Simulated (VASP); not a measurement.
# Cu in VASP: settings compared, part 2 of 2

VASP 6.6.1.

### 3 Single point, HSE06

This run uses another cell than the first one, of 12.05 Å³/atom.

File POSCAR:

```
Cu
1.0
   -1.5123054667      1.5123054667      1.3173737580
    1.5123054667     -1.5123054667      1.3173737580
    1.5123054667      1.5123054667     -1.3173737580
Cu
1
Direct
    0.0000000000      0.0000000000      0.0000000000
```

File INCAR.step1:

```
SYSTEM = Cu
  PREC = Accurate
  ENCUT = 520
  EDIFF = 1E-5
  ISMEAR = -1
  SIGMA = 0.05
  LREAL = .False.
  LASPH = .True.
  NELM = 100
  ALGO = Normal
  ISIF = 2
  LWAVE = .True.
  NBANDS = 12
  GGA = PE
```

File INCAR.step2:

```
SYSTEM = Cu
  PREC = Accurate
  ENCUT = 520
  EDIFF = 1E-6
  ISMEAR = -1
  SIGMA = 0.05
  LREAL = .False.
  LASPH = .True.
  NELM = 100
  ALGO = Normal
  ISIF = 2
  LWAVE = .False.
  LCHARG = .True.
  GGA = PE
  LHFCALC = .True.
  HFSCREEN = 0.2079
  PRECFOCK = Normal
  LELF = .True.
  LVHAR = .True.
  NBANDS = 12
  ISTART = 1
```

File KPOINTS:

```
regular mesh
0
Gamma
  7 7 7
  0 0 0
```

Potentials or basis: VASP PAW PBE potentials, release 64 (Cu).

The run is started by

```bash
$ cat potpaw_PBE.64/Cu/POTCAR > POTCAR
$ cp INCAR.step1 INCAR
$ mpirun -np 1 vasp_std > vasp.out
$ cp INCAR.step2 INCAR
$ mpirun -np 1 vasp_std > vasp.out
```

OUTCAR:

```text
SYSTEM = Cu
   PREC = Accurate
   ENCUT = 520
   EDIFF = 1E-6
   ISMEAR = -1
   LREAL = .False.
   LASPH = .True.
   NELM = 100
   ISIF = 2
   GGA = PE
   LHFCALC = .True.
   HFSCREEN = 0.2079
   PRECFOCK = Normal
   ISTART = 1

 ion  position               nearest neighbor table
   1  0.000  0.000  0.000-

  LATTYP: Found a body centered tetragonal cell.
 ALAT       =     3.0246109334
 C/A-ratio  =     0.8711029531

  Lattice vectors:

 A1 = (  -1.5123054667,   1.5123054667,   1.3173737580)
 A2 = (   1.5123054667,  -1.5123054667,   1.3173737580)
 A3 = (   1.5123054667,   1.5123054667,  -1.3173737580)

Analysis of symmetry for initial positions (statically):
=====================================================================
 Subroutine PRICEL returns:
 Original cell was already a primitive cell.

 Routine SETGRP: Setting up the symmetry group for a
 body centered tetragonal supercell.

 Subroutine GETGRP returns: Found 16 space group operations
 (whereof 16 operations were pure point group operations)
 out of a pool of 16 trial point group operations.

The static configuration has the point symmetry D_4h.

Analysis of symmetry for dynamics (positions and initial velocities):
=====================================================================
 Subroutine PRICEL returns:
 Original cell was already a primitive cell.

 Routine SETGRP: Setting up the symmetry group for a
 body centered tetragonal supercell.

 Subroutine GETGRP returns: Found 16 space group operations
 (whereof 16 operations were pure point group operations)
 out of a pool of 16 trial point group operations.

The dynamic configuration has the point symmetry D_4h.

 Subroutine INISYM returns: Found 16 space group operations
 (whereof 16 operations are pure point group operations),
 and found     1 'primitive' translations

----------------------------------------------------------------------------------------

                                     Primitive cell

  volume of cell :      12.0517

  direct lattice vectors                    reciprocal lattice vectors
    -1.512305467  1.512305467  1.317373758     0.000000000  0.330621036  0.379543009
     1.512305467 -1.512305467  1.317373758     0.330621036  0.000000000  0.379543009
     1.512305467  1.512305467 -1.317373758     0.330621036  0.330621036  0.000000000

  length of vectors
     2.511893562  2.511893562  2.511893562     0.503351930  0.503351930  0.467568753

  position of ions in fractional coordinates (direct lattice)
     0.000000000  0.000000000  0.000000000

  ion indices of the primitive-cell ions
   primitive index   ion index
                 1           1

----------------------------------------------------------------------------------------

 KPOINTS: regular mesh

Automatic generation of k-mesh.
 Grid dimensions read from file:
 generate k-points for:    7    7    7
[... 44 lines left out ...]
 -0.428571  0.428571  0.142857      8.000000
 [... further k-points ...]
   k-points           NKPTS =     40   k-points in BZ     NKDIM =    343   number of bands    NBANDS=     12
   number of dos      NEDOS =    301   number of ions     NIONS =      1
   total plane-waves  NPLWV =   8000
   dimension x,y,z NGX =    20 NGY =   20 NGZ =   20
   dimension x,y,z NGXF=    40 NGYF=   40 NGZF=   40
   ions per type =               1
   NGX,Y,Z   is equivalent  to a cutoff of  13.24, 13.24, 13.24 a.u.
   NGXF,Y,Z  is equivalent  to a cutoff of  26.47, 26.47, 26.47 a.u.
 SYSTEM =  Cu
   PREC   = accura    normal or accurate (medium, high low for compatibility)
   ISTART =      1    job   : 0-new  1-cont  2-samecut
   ICHARG =      0    charge: 1-file 2-atom 10-const
   ISPIN  =      1    spin polarized calculation?
   LNONCOLLINEAR =      F non collinear calculations
   LSORBIT =      F    spin-orbit coupling
   LASPH  =      T    aspherical Exc in radial PAW
   ENCUT  =  520.0 eV  38.22 Ry    6.18 a.u.   4.67  4.67  4.67*2*pi/ulx,y,z
   NELM   =    100;   NELMIN=  2; NELMDL=  0     # of ELM steps
   EDIFF  = 0.1E-05   stopping-criterion for ELM
   LREAL  =      F    real-space projection
   EDIFFG = 0.1E-04   stopping-criterion for IOM
   NSW    =      0    number of steps for IOM
   IBRION =     -1    ionic relax: 0-MD 1-quasi-New 2-CG
   NFREE  =      0    steps in history (QN), initial steepest desc. (CG)
   ISIF   =      2    stress and relaxation
   ISYM   =      3    0-nonsym 1-usesym 2-fastsym
   POTIM  = 0.5000    time-step for ionic-motion
   TEBEG  =    0.0;   TEEND  =   0.0 temperature during run
   PSTRESS=    0.0 pullay stress
   NELECT =      11.0000    total number of electrons
   NUPDOWN=      -1.0000    fix difference up-down
   EMIN   =  10.00;   EMAX   =-10.00  energy-range for DOS
   EFERMI =   0.00;   METHOD = LEGACY
   ISMEAR =    -1;   SIGMA  =   0.05  broadening in eV -4-tet -1-fermi 0-gaus
   EFERMI_NEDOS =   21; number of points for ismear=-14 and -15
   IALGO  =     38    algorithm
   IMIX   =      1    mixing-type and parameters
     AMIX     =   0.40;   BMIX     =  1.00
     AMIX_MAG =   1.60;   BMIX_MAG =  1.00
  volume/ion in A,a.u.               =      12.05        81.33
  Fermi-wavevector in a.u.,A,eV,Ry     =   1.588022  3.000926 34.311339  2.521812
  Thomas-Fermi vector in A             =   2.687089
   LORBIT       =      0    0 simple, 1 ext, 2 COOP (PROOUT), +10 PAW based schemes
   GGA     = PE    functional components
   LHFCALC =     T    Hartree Fock is set to
   PRECFOCK=normal    Normal, Fast or Accurate (Low or Medium for compatibility)
   ENCUT4O =  -1.0   cutoff for four orbital integrals eV
   NKREDX  =     1    reduce k-point grid by
   NKREDY  =     1    reduce k-point grid by
   NKREDZ  =     1    reduce k-point grid by
   AEXX    =    0.2500 exact exchange contribution
   HFSCREEN=    0.2079 screening length (either q_TF or 0.3 A-1)
   HFSCREENC=   0.2079 screening length for correlation (either q_TF or 0.3 A-1)
   ENCUTFOCK=  -1.0 apply spherical cutoff to Coloumb kernel
   IVDW    =     0    specifies the selected vdW correction
   LEPSILON=     F    determine dielectric tensor
   LRPA    =     F    only Hartree local field effects (RPA)
 non-spin polarized calculation
  energy-cutoff  :      520.00
  volume of cell :       12.05
 maximum number of plane-waves:       345
  NGX = 16; NGY = 16; NGZ = 16

 number of electron      10.9999995 magnetization

 Free energy of the ion-electron system (eV)
  ---------------------------------------------------
  ext. energy  EPLUGINS =         0.00000000
  ---------------------------------------------------
  free energy    TOTEN  =        -3.65381246 eV

  energy without entropy =       -3.65096753  energy(sigma->0) =       -3.65239000

 E-fermi :   6.5385     XC(G=0): -10.2151

 val. band max:        6.4735460088   @ k =  -0.4286   0.4286   0.1429
 cond. band min:       7.0877717762   @ k =  -0.1429   0.4286   0.1429
 fundamental gap:      0.6142257674
 Fermi energy:         6.5385297866

 k-point     1 :       0.0000    0.0000    0.0000
  band No.  band energies     occupation
      1      -3.0646      2.00000
      2       2.3183      2.00000
      3       2.8765      2.00000
      4       2.8765      2.00000
      5       3.2530      2.00000
      6       3.8360      2.00000
      7      31.2819      0.00000
      8      31.2819      0.00000
      9      35.3670      0.00000
     10      35.6457      0.00000
     11      35.7906      0.00000
     12      37.2274      0.00000
[... 331 lines left out ...]
 k-point    24 :      -0.4286    0.4286    0.1429
  band No.  band energies     occupation
      1       1.0926      2.00000
      2       2.5586      2.00000
      3       2.7291      2.00000
      4       3.1341      2.00000
      5       4.3535      2.00000
      6       6.4735      1.57156
      7      12.8299      0.00000
      8      26.0845      0.00000
      9      27.5597      0.00000
     10      31.2748      0.00000
     11      35.9355      0.00000
     12      36.3660      0.00000

 [... further k-points ...]

------------------------ aborting loop because EDIFF is reached ----------------------------------------

  FORCE on cell =-STRESS in cart. coord.  units (eV):
  Direction    XX          YY          ZZ          XY          YZ          ZX
  --------------------------------------------------------------------------------------
  -------------------------------------------------------------------------------------
  Total        0.0003437      0.0003437      0.0056823      0.0000000      0.0000000     -0.0000000
  in kB        0.0456906      0.0456906      0.7554191      0.0000000      0.0000000     -0.0000000
  external PRESSURE =       0.2822668 kB  Pullay stress =       0.0000000 kB

 VOLUME and BASIS-vectors are now :
 -----------------------------------------------------------------------------
  energy-cutoff  :      520.00
  volume of cell :       12.05
      direct lattice vectors                 reciprocal lattice vectors
    -1.512305467  1.512305467  1.317373758     0.000000000  0.330621036  0.379543009
     1.512305467 -1.512305467  1.317373758     0.330621036  0.000000000  0.379543009
     1.512305467  1.512305467 -1.317373758     0.330621036  0.330621036  0.000000000

 POSITION                                       TOTAL-FORCE (eV/Angst)
 -----------------------------------------------------------------------------------
      0.00000      0.00000      0.00000        -0.000000      0.000000      0.000000
 -----------------------------------------------------------------------------------
    total drift:                               -0.000009      0.000009      0.000005

  FREE ENERGIE OF THE ION-ELECTRON SYSTEM (eV)
  ---------------------------------------------------
  free  energy   TOTEN  =        -3.6538124626 eV

  energy  without entropy=       -3.6509675327  energy(sigma->0) =       -3.65239000
```

It took 45 min on 1 thread of AMD EPYC 7R43 (Zen 3), shared host; peak memory 0.2 GiB.

Results:

| Property | Result |
| --- | --- |
| Free energy | -3.6538 eV |
| Pressure | 0.0 GPa |
| Band gap on the k mesh | zero (an odd number of electrons rules out a gap without spin polarisation) |

Levels at points of the mesh, in eV from the Fermi level:
| k point | band 3 | band 4 | band 5 | band 6 | band 7 | band 8 | band 9 | band 10 |
| --- | --- | --- | --- | --- | --- | --- | --- | --- |
| (0.00, 0.00, 0.00) | -3.66 | -3.66 | -3.29 | -2.70 | 24.74 | 24.74 | 28.83 | 29.11 |

Caveat: the k points lie up to 0.45 Å⁻¹ apart, too coarse for converged energies and pressures of a metal; the PAW data sets were made with another functional, which shifts forces and pressure a little.

The gap in the log of VASP goes by the Fermi energy; the results here count the filled bands.